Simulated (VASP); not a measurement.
# Si2N (P4_2/mnm) in VASP: further runs, part 2 of 2

VASP 6.6.1.

**4. Single point, PBE**

This run uses another cell than the first one, of 18.61 Å³/atom, 1.426 times its volume.

INCAR reads:

```
  PREC = Accurate
  ENCUT = 520
  EDIFF = 1E-7
  ISMEAR = 0
  SIGMA = 0.1
  LREAL = F
  LASPH = T
  NELM = 80
  ALGO = Normal
  ISIF = 2
  LWAVE = F
  LCHARG = F
  GGA = PE
  NBANDS = 22
```

KPOINTS reads:

```
regular mesh
0
Gamma
  4 4 6
```

POSCAR reads:

```
Si2N
1.0
    6.5674815939      0.0000000000      0.0000000000
    0.0000000000      6.5674815939      0.0000000000
    0.0000000000      0.0000000000      2.5886610610
Si N
4 2
Direct
    0.3538780225      0.3538780225      0.0000000000
    0.1461219775      0.8538780225      0.5000000000
    0.6461219775      0.6461219775      0.0000000000
    0.8538780225      0.1461219775      0.5000000000
    0.0000000000      0.0000000000      0.0000000000
    0.5000000000      0.5000000000      0.5000000000
```

Potentials or basis: VASP PAW PBE potentials, release 64 (Si, N).

Launch:

```bash
> cat potpaw_PBE.64/Si/POTCAR potpaw_PBE.64/N/POTCAR > POTCAR
> mpirun -np 1 vasp_std > vasp.out
```

OUTCAR:

```text
PREC = Accurate
   ENCUT = 520
   EDIFF = 1E-7
   ISMEAR = 0
   LREAL = F
   LASPH = T
   NELM = 80
   ISIF = 2
   GGA = PE

 ion  position               nearest neighbor table
   1  0.354  0.354  0.000-   6 1.88   6 1.88   3 2.71
   2  0.146  0.854  0.500-   5 1.88   5 1.88   4 2.71
   3  0.646  0.646  0.000-   6 1.88   6 1.88   1 2.71
   4  0.854  0.146  0.500-   5 1.88   5 1.88   2 2.71
   5  0.000  0.000  0.000-   2 1.88   4 1.88   2 1.88   4 1.88
   6  0.500  0.500  0.500-   1 1.88   3 1.88   1 1.88   3 1.88

  LATTYP: Found a simple tetragonal cell.
[... 805 lines left out ...]
  -------------------------------------------------------------------------------------
  Total        0.0498184      0.0498184     -0.0018312     -0.0000000      0.0000000      0.0000000
  in kB        0.7148707      0.7148707     -0.0262762     -0.0000000      0.0000000      0.0000000
  external PRESSURE =       0.4678217 kB  Pullay stress =       0.0000000 kB

 VOLUME and BASIS-vectors are now :
 -----------------------------------------------------------------------------
  energy-cutoff  :      520.00
  volume of cell :      111.65
      direct lattice vectors                 reciprocal lattice vectors
     6.567481594  0.000000000  0.000000000     0.152265368  0.000000000  0.000000000
     0.000000000  6.567481594  0.000000000     0.000000000  0.152265368  0.000000000
     0.000000000  0.000000000  2.588661061     0.000000000  0.000000000  0.386300090

 POSITION                                       TOTAL-FORCE (eV/Angst)
 -----------------------------------------------------------------------------------
      2.32409      2.32409      0.00000         0.017288      0.017288     -0.000000
      0.95965      5.60783      1.29433        -0.017288      0.017288      0.000000
      4.24339      4.24339      0.00000        -0.017288     -0.017288      0.000000
      5.60783      0.95965      1.29433         0.017288     -0.017288      0.000000
      0.00000      0.00000      0.00000         0.000000      0.000000      0.000000
      3.28374      3.28374      1.29433         0.000000      0.000000      0.000000
 -----------------------------------------------------------------------------------
    total drift:                                0.000000      0.000000     -0.000000

  FREE ENERGIE OF THE ION-ELECTRON SYSTEM (eV)
  ---------------------------------------------------
  free  energy   TOTEN  =       -34.8508727527 eV

  energy  without entropy=      -34.8448783449  energy(sigma->0) =      -34.84787555
```

stdout:

```text
POSCAR found type information on POSCAR SiN
 POSCAR found :  2 types and       6 ions
 scaLAPACK will be used
 LDA part: xc-table for (Slater+PW92), standard interpolation
 POSCAR, INCAR and KPOINTS ok, starting setup
 FFT: planning ... GRIDC
 FFT: planning ... GRID_SOFT
 FFT: planning ... GRID
 WAVECAR not read
 entering main loop
```

It took 29 s on 1 thread of Intel Xeon 6975P-C (Granite Rapids), shared host; peak memory 0.22 GiB.

What came out:

* Free energy: -34.8509 eV
* Pressure: 0.0 GPa
* Largest force: 0.024 eV/Å
* Band gap on the k mesh: zero (band 13 reaches 5.69 eV, above the bottom of band 14 at 3.40 eV)

Forces on the atoms (eV/Å):
```
Si   0.017  0.017  0.000
Si  -0.017  0.017  0.000
Si  -0.017 -0.017  0.000
Si   0.017 -0.017  0.000
N    0.000  0.000  0.000
N    0.000  0.000  0.000
```

Levels at points of the mesh, in eV from the Fermi level:
| k point | band 10 | band 11 | band 12 | band 13 | band 14 | band 15 | band 16 | band 17 |
| --- | --- | --- | --- | --- | --- | --- | --- | --- |
| (0.00, 0.00, 0.00) | -3.22 | -2.63 | -1.83 | -1.83 | 1.59 | 2.13 | 2.13 | 2.37 |
| (0.50, 0.00, 0.00) | -3.23 | -2.62 | -2.62 | -1.03 | -1.03 | 2.59 | 2.59 | 4.18 |
| (0.50, 0.50, 0.00) | -3.23 | -1.99 | -1.99 | -0.40 | -0.40 | 1.45 | 1.45 | 3.72 |
| (0.00, 0.00, 0.50) | -2.42 | -1.34 | -1.34 | 0.21 | 0.21 | 0.74 | 0.74 | 2.33 |
| (0.50, 0.00, 0.50) | -3.11 | -0.73 | -0.73 | -0.48 | -0.48 | 1.99 | 1.99 | 2.28 |
| (0.50, 0.50, 0.50) | -2.35 | -0.78 | -0.78 | -0.23 | -0.23 | 0.31 | 0.31 | 3.44 |

Caveat: the k points lie up to 0.40 Å⁻¹ apart.

**5. Single point, PBE**

This run uses another cell than the first one, of 19.11 Å³/atom, 1.464 times its volume.

INCAR reads:

```
PREC = Accurate
ENCUT = 520
EDIFF = 1E-6
ISMEAR = 0
SIGMA = 0.1
LREAL = False
LASPH = True
NELM = 60
ALGO = Normal
ISIF = 2
LWAVE = False
LCHARG = False
GGA = PE
NBANDS = 22
```

KPOINTS reads:

```
regular mesh
0
Gamma
  10 4 4
```

POSCAR reads:

```
Si2N
1.0
    0.0000000000      0.0000000000      2.5590440620
    6.6929951769      0.0000000000      0.0000000000
    0.0000000000      6.6929951769      0.0000000000
Si N
4 2
Direct
    0.0000000000      0.3558172348      0.3558172348
    0.5000000000      0.1441827652      0.8558172348
    0.0000000000      0.6441827652      0.6441827652
    0.5000000000      0.8558172348      0.1441827652
    1.0000000000      0.0000000000      0.0000000000
    0.5000000000      0.5000000000      0.5000000000
```

Potentials or basis: VASP PAW PBE potentials, release 64 (Si, N).

Launch:

```bash
> cat potpaw_PBE.64/Si/POTCAR potpaw_PBE.64/N/POTCAR > POTCAR
> mpirun -np 1 vasp_std > vasp.out
```

OUTCAR:

```text
PREC = Accurate
   ENCUT = 520
   EDIFF = 1E-6
   ISMEAR = 0
   LREAL = False
   LASPH = True
   NELM = 60
   ISIF = 2
   GGA = PE

 ion  position               nearest neighbor table
   1  0.000  0.356  0.356-   6 1.87   6 1.87   3 2.73
   2  0.500  0.144  0.856-   5 1.87   5 1.87   4 2.73
   3  0.000  0.644  0.644-   6 1.87   6 1.87   1 2.73
   4  0.500  0.856  0.144-   5 1.87   5 1.87   2 2.73
   5  0.000  0.000  0.000-   2 1.87   4 1.87   2 1.87   4 1.87
   6  0.500  0.500  0.500-   1 1.87   3 1.87   1 1.87   3 1.87

  LATTYP: Found a simple tetragonal cell.
 ALAT       =     6.6929951769
 C/A-ratio  =     0.3823466168

  Lattice vectors:

 A1 = (   6.6929951769,   0.0000000000,   0.0000000000)
 A2 = (   0.0000000000,   6.6929951769,   0.0000000000)
 A3 = (   0.0000000000,   0.0000000000,   2.5590440620)

Analysis of symmetry for initial positions (statically):
=====================================================================
 Subroutine PRICEL returns:
 Original cell was already a primitive cell.

 Routine SETGRP: Setting up the symmetry group for a
 simple tetragonal supercell.

 Subroutine GETGRP returns: Found 16 space group operations
 (whereof  8 operations were pure point group operations)
 out of a pool of 16 trial point group operations.

The static configuration has the point symmetry D_2h.
 The point group associated with its full space group is D_4h.

Analysis of symmetry for dynamics (positions and initial velocities):
=====================================================================
 Subroutine PRICEL returns:
 Original cell was already a primitive cell.

 Routine SETGRP: Setting up the symmetry group for a
 simple tetragonal supercell.

 Subroutine GETGRP returns: Found 16 space group operations
 (whereof  8 operations were pure point group operations)
[... 125 lines left out ...]
   EFERMI =   0.00;   METHOD = LEGACY
   ISMEAR =     0;   SIGMA  =   0.10  broadening in eV -4-tet -1-fermi 0-gaus
   EFERMI_NEDOS =   21; number of points for ismear=-14 and -15
   IALGO  =     38    algorithm
   IMIX   =      4    mixing-type and parameters
     AMIX     =   0.40;   BMIX     =  1.00
     AMIX_MAG =   1.60;   BMIX_MAG =  1.00
  volume/ion in A,a.u.               =      19.11       128.93
  Fermi-wavevector in a.u.,A,eV,Ry     =   0.998373  1.886652 13.561601  0.996750
  Thomas-Fermi vector in A             =   2.130593
   LORBIT       =      0    0 simple, 1 ext, 2 COOP (PROOUT), +10 PAW based schemes
   GGA     = PE    functional components
   LHFCALC =     F    Hartree Fock is set to
   AEXX    =    0.0000 exact exchange contribution
   IVDW    =     0    specifies the selected vdW correction
   LEPSILON=     F    determine dielectric tensor
   LRPA    =     F    only Hartree local field effects (RPA)
 non-spin polarized calculation
 Gauss-broadening in eV      SIGMA  =   0.10
  energy-cutoff  :      520.00
  volume of cell :      114.64
 maximum number of plane-waves:      3113
 NGX is ok and might be reduce to    20
   NGX =  9   NGY = 25   NGZ = 25

 number of electron      25.9999998 magnetization

 Free energy of the ion-electron system (eV)
  ---------------------------------------------------
  ext. energy  EPLUGINS =         0.00000000
  ---------------------------------------------------
  free energy    TOTEN  =       -34.89576571 eV

  energy without entropy =      -34.89021858  energy(sigma->0) =      -34.89299215

 E-fermi :   4.3260     XC(G=0):  -8.9000

 val. band max:        4.3126400456   @ k =   0.0000   0.2500   0.2500
 cond. band min:       4.4839265225   @ k =   0.0000   0.2500   0.0000
 fundamental gap:      0.1712864769
 Fermi energy:         4.3259566736

 k-point     1 :       0.0000    0.0000    0.0000
  band No.  band energies     occupation
      1     -14.1964      2.00000
      2     -14.0958      2.00000
      3      -6.4681      2.00000
      4      -6.4681      2.00000
      5      -2.2522      2.00000
      6      -1.7979      2.00000
[... 589 lines left out ...]
     21       8.9328      0.00000
     22       9.1808      0.00000

 [... further k-points ...]
[... 5 lines left out ...]
  --------------------------------------------------------------------------------------
  -------------------------------------------------------------------------------------
  Total       -0.2760285     -0.2760285      0.9744421      0.0000000      0.0000000      0.0000000
  in kB       -3.8578540     -3.8578540     13.6190818      0.0000000      0.0000000      0.0000000
  external PRESSURE =       1.9677913 kB  Pullay stress =       0.0000000 kB

 VOLUME and BASIS-vectors are now :
 -----------------------------------------------------------------------------
  energy-cutoff  :      520.00
  volume of cell :      114.64
      direct lattice vectors                 reciprocal lattice vectors
     0.000000000  0.000000000  2.559044062     0.000000000  0.000000000  0.390770919
     6.692995177  0.000000000  0.000000000     0.149409939  0.000000000  0.000000000
     0.000000000  6.692995177  0.000000000     0.000000000  0.149409939  0.000000000

 POSITION                                       TOTAL-FORCE (eV/Angst)
 -----------------------------------------------------------------------------------
      2.38148      2.38148      0.00000        -0.008799     -0.008799     -0.000000
      0.96501      5.72798      1.27952         0.008799     -0.008799      0.000000
      4.31151      4.31151      0.00000         0.008799      0.008799      0.000000
      5.72798      0.96501      1.27952        -0.008799      0.008799     -0.000000
      0.00000      0.00000      0.00000         0.000000      0.000000     -0.000000
      3.34650      3.34650      1.27952         0.000000      0.000000     -0.000000
 -----------------------------------------------------------------------------------
    total drift:                                0.000000      0.000000      0.000000

  FREE ENERGIE OF THE ION-ELECTRON SYSTEM (eV)
  ---------------------------------------------------
  free  energy   TOTEN  =       -34.8957657104 eV

  energy  without entropy=      -34.8902185828  energy(sigma->0) =      -34.89299215
```

stdout:

```text
POSCAR found type information on POSCAR SiN
 POSCAR found :  2 types and       6 ions
 scaLAPACK will be used
 LDA part: xc-table for (Slater+PW92), standard interpolation
 POSCAR, INCAR and KPOINTS ok, starting setup
 FFT: planning ... GRIDC
 FFT: planning ... GRID_SOFT
 FFT: planning ... GRID
 WAVECAR not read
 entering main loop
```

Wall time 43 s (1 thread of Intel Xeon 6975P-C (Granite Rapids), shared host); peak memory 0.23 GiB.

Results:

| Item | Value |
| --- | --- |
| Free energy | -34.8958 eV |
| Pressure | 0.2 GPa |
| Largest force | 0.012 eV/Å |
| Band gap on the k mesh | zero (band 13 reaches 5.50 eV, above the bottom of band 14 at 3.13 eV) |

Forces in eV/Å, atoms in the order of the input:
```
Si  -0.009 -0.009  0.000
Si   0.009 -0.009  0.000
Si   0.009  0.009  0.000
Si  -0.009  0.009  0.000
N    0.000  0.000  0.000
N    0.000  0.000  0.000
```

Stress tensor (GPa, compression positive):
```
-0.39  0.00  0.00
 0.00 -0.39  0.00
 0.00  0.00  1.36
```

**6. Relaxation of cell and atoms, PBE**

This run uses another cell than the first one, of 18.61 Å³/atom, 1.426 times its volume.

INCAR reads:

```
SYSTEM = Si2N
  PREC = Accurate
  ENCUT = 600
  EDIFF = 1E-6
  ISMEAR = 0
  SIGMA = 0.1
  LREAL = .False.
  LASPH = .True.
  NELM = 100
  ALGO = Normal
  ISIF = 3
  LWAVE = .False.
  LCHARG = .False.
  GGA = PE
  IBRION = 2
  NSW = 100
  EDIFFG = -0.01
```

KPOINTS reads:

```
Automatic mesh
0
Gamma
  6 6 14
  0 0 0
```

POSCAR reads:

```
Si2N
1.0
    6.5674815939      0.0000000000      0.0000000000
    0.0000000000      6.5674815939      0.0000000000
    0.0000000000      0.0000000000      2.5886610610
Si N
4 2
Direct
    0.3538780225      0.3538780225      0.0000000000
    0.1461219775      0.8538780225      0.5000000000
    0.6461219775      0.6461219775      0.0000000000
    0.8538780225      0.1461219775      0.5000000000
    0.0000000000      0.0000000000      0.0000000000
    0.5000000000      0.5000000000      0.5000000000
```

Potentials or basis: VASP PAW PBE potentials, release 64 (Si, N).

Launch:

```bash
> cat potpaw_PBE.64/Si/POTCAR potpaw_PBE.64/N/POTCAR > POTCAR
> mpirun -np 1 vasp_std > vasp.out
```

Run time: 12 min. Hardware: 1 thread of Intel Xeon 6975P-C (Granite Rapids), shared host; peak memory 0.36 GiB.

It converged, with:

| Item | Value |
| --- | --- |
| Free energy | -34.8636 eV |
| Relaxed volume | 19.03 Å³/atom |
| Relaxed cell | a = 6.679 Å, b = 6.679 Å, c = 2.560 Å, α = 90.00°, β = 90.00°, γ = 90.00° |
| Space group after relaxing (to 0.05 Å) | P4_2/mnm (No. 136) |
| Energy gained by relaxing | 2.8 meV/atom |
| Ionic steps | 13 |
| Pressure after relaxing | 0.0 GPa |
| Band gap on the k mesh | zero (band 13 reaches 5.50 eV, above the bottom of band 14 at 3.16 eV) |

The path:
| step | energy change (eV) | largest force (eV/Å) | pressure (GPa) | volume (Å³) |
| --- | --- | --- | --- | --- |
| 1 | 0.0000 | 0.0120 | -0.53 | 111.65 |
| 2 | -0.0101 | 0.0022 | 0.79 | 110.65 |
| 3 | -0.0116 | 0.0022 | 0.43 | 110.91 |
| 4 | -0.0129 | 0.0885 | 0.08 | 111.60 |
| 5 | -0.0130 | 0.1073 | 0.01 | 111.74 |
| 6 | -0.0142 | 0.0879 | 0.02 | 112.14 |
| 7 | -0.0164 | 0.0279 | 0.01 | 113.33 |
| 8 | -0.0152 | 0.0954 | 0.05 | 115.73 |
| 9 | -0.0168 | 0.0137 | 0.04 | 114.11 |
| 10 | -0.0168 | 0.0192 | 0.03 | 114.21 |
| 11 | -0.0168 | 0.0170 | 0.02 | 114.16 |
| 12 | -0.0169 | 0.0152 | -0.03 | 114.21 |
| 13 | -0.0169 | 0.0012 | 0.00 | 114.19 |

Final structure:
```
Si N
1.0
     6.67890    0.00000    0.00000
     0.00000    6.67890    0.00000
     0.00000    0.00000    2.55981
Si N
4 2
Direct
  0.35566 0.35566 0.00000
  0.14434 0.85566 0.50000
  0.64434 0.64434 0.00000
  0.85566 0.14434 0.50000
  0.00000 0.00000 0.00000
  0.50000 0.50000 0.50000
```

Levels at points of the mesh, in eV from the Fermi level:
| k point | band 9 | band 10 | band 11 | band 12 | band 13 | band 14 | band 15 | band 16 | band 17 |
| --- | --- | --- | --- | --- | --- | --- | --- | --- | --- |
| (0.00, 0.00, 0.00) | -3.34 | -3.33 | -2.80 | -2.31 | -2.31 | 1.07 | 1.78 | 1.78 | 2.10 |
| (0.50, 0.00, 0.00) | -3.34 | -3.34 | -3.00 | -3.00 | -1.31 | -1.31 | 2.17 | 2.17 | 3.92 |
| (0.50, 0.50, 0.00) | -3.34 | -3.34 | -2.44 | -2.44 | -0.74 | -0.74 | 1.14 | 1.14 | 3.41 |
| (0.00, 0.00, 0.50) | -2.69 | -2.69 | -1.52 | -1.52 | -0.16 | -0.16 | 0.61 | 0.61 | 2.26 |
| (0.50, 0.00, 0.50) | -3.27 | -3.27 | -0.96 | -0.96 | -0.75 | -0.75 | 1.70 | 1.70 | 1.97 |
| (0.50, 0.50, 0.50) | -2.64 | -2.64 | -0.98 | -0.98 | -0.59 | -0.59 | 0.22 | 0.22 | 3.24 |

**7. Summary**

```tsv
task	cell	k mesh	cutoff (eV)	gap on the mesh (eV)	pressure (GPa)	relaxed volume (Å³/atom)	largest force (eV/Å)
relaxation of cell and atoms	relaxed from a = 4.954, b = 4.954, c = 3.191 Å, 6 atoms	4 × 4 × 6	600	none	-0.1	17.57	0.01
single point	a = 6.693, b = 6.693, c = 2.559 Å, 6 atoms	6 × 6 × 14	520	none	-0.1	-	0.03
single point	a = 6.567, b = 6.567, c = 2.589 Å, 6 atoms	4 × 4 × 6	520	none	0.0	-	0.02
single point	a = 2.559, b = 6.693, c = 6.693 Å, 6 atoms	10 × 4 × 4	520	none	0.2	-	0.01
relaxation of cell and atoms	relaxed from a = 6.567, b = 6.567, c = 2.589 Å, 6 atoms	6 × 6 × 14	600	none	0.0	19.03	-
```

Alike in all rows: level PBE; potentials or basis VASP PAW PBE potentials, release 64 (Si, N); no spin polarisation; smearing gaussian 0.1 eV.

Caveats: some runs use coarse meshes; the volume moved by over 15 % at a fixed basis, so the end points are rough (some runs).

Total energies depend on the potentials used, so only differences within one code and one set of settings carry meaning.
